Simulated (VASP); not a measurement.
Wanted: the native input for a VASP 6.6.1 run.

* Task: single point
* Functional: LDA
* Potentials or basis: VASP PAW LDA potentials, release 64 (Cu)
* Cutoff: 520 eV
* k mesh: 14 × 14 × 14
* Occupations: methfessel-paxton, width 0.15 eV
* Spin: no spin polarisation
* Dipole correction: no
* Further INCAR settings: ALGO = Normal; EDIFF = 1e-07; NBANDS = 12

The structure of Cu lies in POSCAR:

```
Cu
1.0
    0.0000000000      1.7912883644      1.7912883644
    1.7912883644      0.0000000000      1.7912883644
    1.7912883644      1.7912883644      0.0000000000
Cu
1
Direct
    0.0000000000      0.0000000000      0.0000000000
```

One way to write it, as run:

INCAR

```
PREC     = Accurate       # precision mode
ENCUT    = 520            # plane-wave cutoff, eV
EDIFF    = 1E-7           # SCF threshold, eV
ISMEAR   = 1              # smearing method
SIGMA    = 0.15           # smearing width, eV
LREAL    = False          # projectors in reciprocal space
LASPH    = True           # aspherical terms in the spheres
NELM     = 60             # most SCF steps
ALGO     = Normal         # electronic algorithm
ISIF     = 2              # what is computed and relaxed
LWAVE    = False          # write WAVECAR
LCHARG   = False          # write CHGCAR
NBANDS   = 12             # bands
```

KPOINTS

```
Automatic mesh
0
Gamma
  14 14 14
```

Potentials or basis: VASP PAW LDA potentials, release 64 (Cu).

Command:

```console
$ cat potpaw_LDA.64/Cu/POTCAR > POTCAR
$ mpirun -np 1 vasp_std > vasp.out
```

It gave:

```
Pressure : -8.1 GPa
```

Run time: 8.3 s on 1 thread of Intel(R) Xeon(R) Platinum 8559C (Emerald Rapids) (shared host), peak memory 0.12 GiB.
